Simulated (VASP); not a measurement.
Input of a VASP 6.6.1 run:

File INCAR:

```
SYSTEM = Ni
PREC     = Accurate       ! precision mode
ENCUT    = 520            ! plane-wave cutoff, eV
EDIFF    = 1E-7           ! SCF threshold, eV
ISMEAR   = -1             ! smearing method
SIGMA    = 0.1            ! smearing width, eV
LREAL    = .False.        ! projectors in reciprocal space
LASPH    = .True.         ! aspherical terms in the spheres
NELM     = 150            ! most SCF steps
ALGO     = Normal         ! electronic algorithm
ISIF     = 2              ! what is computed and relaxed
LWAVE    = .False.        ! write WAVECAR
LCHARG   = .False.        ! write CHGCAR
ISPIN    = 2              ! spin polarisation
MAGMOM   = 2 2            ! initial moments
LORBIT   = 11             ! projections on sites
LMAXMIX  = 4              ! l up to which the mixer works
GGA      = PE             ! functional
ISYM     = 0            
NBANDS   = 21             ! bands
```

KPOINTS

```
regular mesh
0
Gamma
  7 11 9
  0 0 0
```

POSCAR

```
Ni
1.0
   -1.7585000000     -3.5170000000     -1.7585000000
   -1.7585000000      0.0000000000     -1.7585000000
    1.7585000000      0.0000000000     -1.7585000000
Ni
2
Direct
    0.0000000000      0.0000000000      0.0000000000
    0.5000000000      0.0000000000      0.5000000000
```

Potentials or basis: VASP PAW PBE potentials, release 64 (Ni).

Command:

```bash
$ cat potpaw_PBE.64/Ni/POTCAR > POTCAR
$ mpirun -np 1 vasp_std > vasp.out
```

Task: Estimate the net moment.

Result: 1.19 μB per cell.

Task: Estimate the pressure.

Result: 0.4 GPa.

Task: Predict the site moments.

Result: Ni +0.61 μB.

Stress tensor (GPa, compression positive):
```
 0.28 -0.01  0.12
-0.01  0.60 -0.01
 0.12 -0.01  0.28
```
